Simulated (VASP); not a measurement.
# ZnS (Cm) in VASP: notebook, part 2 of 2

VASP 6.6.1. The steps go on from the part before.

## 3. Single point, r2SCAN

POSCAR reads:

```
ZnS
1.0
   -3.8067217473      0.0000000000      0.0000000000
   -1.9033608736     -3.2967177383      0.0000000000
   -2.3793914281     -1.3737422816     12.4914703042
Zn S
4 4
Direct
   -0.0443818963     -0.0443818963      0.9064440355
    0.1639681037      0.1639681037      0.4064440355
    0.6014764371      0.6014764371      0.1564440355
    0.3931264371      0.3931264371      0.6564440355
    0.2943485629      0.2943485629      0.0935559645
    0.0859985629      0.0859985629      0.5935559645
    0.5235068963      0.5235068963      0.3435559645
    0.3151568963      0.3151568963      0.8435559645
```

INCAR.step1 reads:

```
ALGO = Normal ; EDIFF = 1E-4
ENCUT = 520 ; GGA = PE
ISMEAR = 0 ; LASPH = T
LCHARG = F ; LREAL = F
LWAVE = T ; NBANDS = 46
NELM = 80 ; PREC = Accurate
SIGMA = 0.05
```

INCAR.step2 reads:

```
ALGO = Normal ; EDIFF = 1E-7
ENCUT = 520 ; ISIF = 2
ISMEAR = 0 ; ISTART = 1
LASPH = T ; LCHARG = F
LMIXTAU = T ; LREAL = F
LWAVE = F ; METAGGA = R2SCAN
NBANDS = 46 ; NELM = 80
PREC = Accurate ; SIGMA = 0.05
```

KPOINTS reads:

```
k-points
0
Gamma
  7 7 2
```

Potentials or basis: VASP PAW PBE potentials, release 64 (Zn, S).

On the command line:

```sh
cat potpaw_PBE.64/Zn/POTCAR potpaw_PBE.64/S/POTCAR > POTCAR
cp INCAR.step1 INCAR
mpirun -np 1 vasp_std > vasp.out
cp INCAR.step2 INCAR
mpirun -np 1 vasp_std > vasp.out
```

OUTCAR:

```text
EDIFF = 1E-7
   ENCUT = 520
   ISIF = 2
   ISMEAR = 0
   ISTART = 1
   LASPH = T
   LREAL = F
   METAGGA = R2SCAN
   NELM = 80
   PREC = Accurate

 ion  position               nearest neighbor table
   1  0.956  0.956  0.906-   8 2.33   8 2.33   8 2.33
   2  0.164  0.164  0.406-   7 2.33   7 2.33   7 2.33   6 2.34
   3  0.601  0.601  0.156-   5 2.33   5 2.33   5 2.33   7 2.34
   4  0.393  0.393  0.656-   6 2.33   6 2.33   6 2.33   8 2.34
   5  0.294  0.294  0.094-   3 2.33   3 2.33   3 2.33
   6  0.086  0.086  0.594-   4 2.33   4 2.33   4 2.33   2 2.34
   7  0.524  0.524  0.344-   2 2.33   2 2.33   2 2.33   3 2.34
   8  0.315  0.315  0.844-   1 2.33   1 2.33   1 2.33   4 2.34

  LATTYP: Found a base centered monoclinic cell.
 ALAT       =     6.5934354766
 B/A-ratio  =     0.5773502692
 C/A-ratio  =     1.9398164804
 COS(beta)  =    -0.2148141354

  Lattice vectors:

 A1 = (   3.8067217473,   0.0000000000,   0.0000000000)
 A2 = (   1.9033608736,   3.2967177383,   0.0000000000)
 A3 = (  -2.3793914281,  -1.3737422816,  12.4914703042)

Analysis of symmetry for initial positions (statically):
[... 192 lines left out ...]
 k-point     1 :       0.0000    0.0000    0.0000
  band No.  band energies     occupation
      1     -12.0067      2.00000
      2     -11.4344      2.00000
      3     -11.1112      2.00000
      4     -10.5518      2.00000
      5      -5.1556      2.00000
      6      -5.1514      2.00000
[... 1165 lines left out ...]
     45       9.3672      0.00000
     46      10.2243      0.00000

 [... further k-points ...]

------------------------ aborting loop because EDIFF is reached ----------------------------------------

  FORCE on cell =-STRESS in cart. coord.  units (eV):
  Direction    XX          YY          ZZ          XY          YZ          ZX
  --------------------------------------------------------------------------------------
  -------------------------------------------------------------------------------------
  Total       -1.0693309     -1.6661027      1.8846978      0.5168195     -0.6630846     -1.1485517
  in kB      -10.9288947    -17.0280878     19.2621984      5.2820561     -6.7769308    -11.7385561
  external PRESSURE =      -2.8982614 kB  Pullay stress =       0.0000000 kB

 VOLUME and BASIS-vectors are now :
 -----------------------------------------------------------------------------
  energy-cutoff  :      520.00
  volume of cell :      156.76
      direct lattice vectors                 reciprocal lattice vectors
    -3.806721747  0.000000000  0.000000000    -0.262693222  0.151666002 -0.033358763
    -1.903360874 -3.296717738  0.000000000     0.000000000 -0.303332005 -0.033358763
    -2.379391428 -1.373742282 12.491470304     0.000000000  0.000000000  0.080054627

 POSITION                                       TOTAL-FORCE (eV/Angst)
 -----------------------------------------------------------------------------------
     -7.61344     -4.39562     11.32282         0.049698      0.028693      0.014363
     -1.90336     -1.09891      5.07708        -0.005072     -0.002928     -0.219887
     -3.80672     -2.19781      1.95422         0.140646      0.081202      0.128440
     -3.80672     -2.19781      8.19995         0.026496      0.015297     -0.212313
     -1.90336     -1.09891      1.16865        -0.437521     -0.252603      0.030206
     -1.90336     -1.09891      7.41439         0.017689      0.010213      0.177084
     -3.80672     -2.19781      4.29152        -0.024043     -0.013881      0.246322
     -3.80672     -2.19781     10.53725         0.232109      0.134008     -0.164215
 -----------------------------------------------------------------------------------
    total drift:                               -0.022189     -0.012811     -0.056873

  FREE ENERGIE OF THE ION-ELECTRON SYSTEM (eV)
  ---------------------------------------------------
  free  energy   TOTEN  =       -74.4771624297 eV

  energy  without entropy=      -74.4771624297  energy(sigma->0) =      -74.47716243
```

OSZICAR.step1:

```text
N       E                     dE             d eps       ncg     rms          rms(c)
DAV:   1     0.595721937945E+03    0.59572E+03   -0.33067E+04  2944   0.189E+03
DAV:   2     0.538541780102E+02   -0.54187E+03   -0.52065E+03  2944   0.440E+02
DAV:   3    -0.246036124045E+02   -0.78458E+02   -0.77220E+02  3282   0.154E+02
DAV:   4    -0.283591137028E+02   -0.37555E+01   -0.37392E+01  3570   0.337E+01
DAV:   5    -0.284192332395E+02   -0.60120E-01   -0.60089E-01  3462   0.433E+00    0.140E+01
DAV:   6    -0.264469897096E+02    0.19722E+01   -0.37525E+00  4534   0.434E+01    0.108E+01
DAV:   7    -0.265297703929E+02   -0.82781E-01   -0.48514E+00  3386   0.101E+01    0.402E+00
DAV:   8    -0.264613780291E+02    0.68392E-01   -0.57078E-01  3726   0.814E+00    0.137E+00
DAV:   9    -0.264591268379E+02    0.22512E-02   -0.11094E-01  3688   0.577E+00    0.400E-01
DAV:  10    -0.264600229135E+02   -0.89608E-03   -0.22214E-02  3482   0.219E+00    0.233E-01
DAV:  11    -0.264603812637E+02   -0.35835E-03   -0.29134E-03  4016   0.619E-01    0.138E-01
DAV:  12    -0.264605748292E+02   -0.19357E-03   -0.11939E-03  3692   0.527E-01    0.448E-02
DAV:  13    -0.264605724210E+02    0.24082E-05   -0.18675E-04  2416   0.182E-01
   1 F= -.26460572E+02 E0= -.26460572E+02  d E =-.140057E-10
```

Run time: 20 min. Hardware: 1 thread of Intel Xeon 8259CL, shared host; peak memory 0.4 GiB.

What came out:

| Item | Value |
| --- | --- |
| Free energy | -74.4772 eV |
| Pressure | -0.3 GPa |
| Largest force | 0.506 eV/Å |
| Band gap on the k mesh | 1.87 eV |

Forces on the atoms (eV/Å):
```
Zn   0.050  0.029  0.014
Zn  -0.005 -0.003 -0.220
Zn   0.141  0.081  0.128
Zn   0.026  0.015 -0.212
S   -0.438 -0.253  0.030
S    0.018  0.010  0.177
S   -0.024 -0.014  0.246
S    0.232  0.134 -0.164
```

Levels at points of the mesh, in eV from the valence-band top:
```csv
k point,band 32,band 33,band 34,band 35,band 36,band 37,band 38,band 39,band 40,band 41
"(0.00, 0.00, 0.00)",-0.49,-0.46,-0.15,-0.14,0.00,1.87,3.32,3.74,4.04,6.25
"(0.00, 0.00, 0.50)",-0.82,-0.56,-0.50,-0.11,-0.10,2.26,3.42,3.56,3.96,6.25
```

Caveat: the PAW data sets were made with another functional, which shifts forces and pressure a little; an odd mesh through Γ misses points on the zone boundary, where band edges can lie.
